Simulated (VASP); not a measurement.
Wanted: the native input for a VASP 6.6.1 run.

```yaml
Task: G0W0 quasiparticle levels
Functional: PBE
Potentials_or_basis: VASP PAW PBE potentials, release 64 (Zn_GW, Se_GW)
Cutoff: 500 eV
k_mesh: 6 × 6 × 6
Occupations: gaussian, width 0.01 eV
Spin: no spin polarisation
Dipole_correction: no
GW_scheme: G0W0
GW_iterations: 1
Cutoff_of_the_response_function: 180
Frequency_points: 48
Empty_bands: 249
Further_INCAR_settings: ALGO = EVGW0; EDIFF = 1e-08; NBANDS = 258
```

Crystal: ZnSe.

```xyz
2
Lattice="0.0000 2.8324 2.8324 2.8324 0.0000 2.8324 2.8324 2.8324 0.0000" Properties=species:S:1:pos:R:3 pbc="T T T"
Zn    0.0000    0.0000    0.0000
Se    1.4162    1.4162    1.4162
```

One way to write it, as run:

POSCAR

```
ZnSe
1.0
    0.0000000000      2.8324246733      2.8324246733
    2.8324246733      0.0000000000      2.8324246733
    2.8324246733      2.8324246733      0.0000000000
Zn Se
1 1
Direct
    0.0000000000      0.0000000000      0.0000000000
    0.2500000000      0.2500000000      0.2500000000
```

INCAR.step1

```
PREC = Accurate
ENCUT = 500
EDIFF = 1E-8
ISMEAR = 0
SIGMA = 0.01
LREAL = F
LASPH = T
NELM = 60
ALGO = Normal
LWAVE = T
LCHARG = F
GGA = PE
```

INCAR.step2

```
PREC = Accurate
ENCUT = 500
EDIFF = 1E-8
ISMEAR = 0
SIGMA = 0.01
LREAL = F
LASPH = T
NELM = 1
ALGO = Exact
LWAVE = T
LCHARG = F
GGA = PE
NBANDS = 258
LOPTICS = T
ISTART = 1
```

INCAR.step3

```
PREC = Accurate
ENCUT = 500
EDIFF = 1E-8
ISMEAR = 0
SIGMA = 0.01
LREAL = F
LASPH = T
ALGO = EVGW0
LWAVE = F
LCHARG = F
GGA = PE
NELMGW = 1
NBANDS = 258
ENCUTGW = 180.0
NOMEGA = 48
PRECFOCK = Fast
ISTART = 1
NBANDSGW = 17
```

KPOINTS

```
Automatic mesh
0
Gamma
  6 6 6
```

Potentials or basis: VASP PAW PBE potentials, release 64 (Zn_GW, Se_GW).

Run with:

```console
$ cat potpaw_PBE.64/Zn_GW/POTCAR potpaw_PBE.64/Se_GW/POTCAR > POTCAR
$ cp INCAR.step1 INCAR
$ mpirun -np 1 vasp_std > vasp.out
$ cp INCAR.step2 INCAR
$ mpirun -np 1 vasp_std > vasp.out
$ cp INCAR.step3 INCAR
$ mpirun -np 1 vasp_std > vasp.out
```

It gave:

```json
{
  "Quasiparticle gap": "2.45 eV",
  "Least direct quasiparticle gap": "2.45 eV",
  "Band gap of the starting levels on the mesh": "1.28 eV",
  "Least direct gap of the starting levels on the mesh": "1.28 eV"
}
```

Caveat: bands, screening cutoff and mesh are small and nothing is extrapolated, so the quasiparticle values aren't converged.

Run time: 98 min on 1 thread of AMD EPYC 7R13 (shared host), peak memory 1.5 GiB.
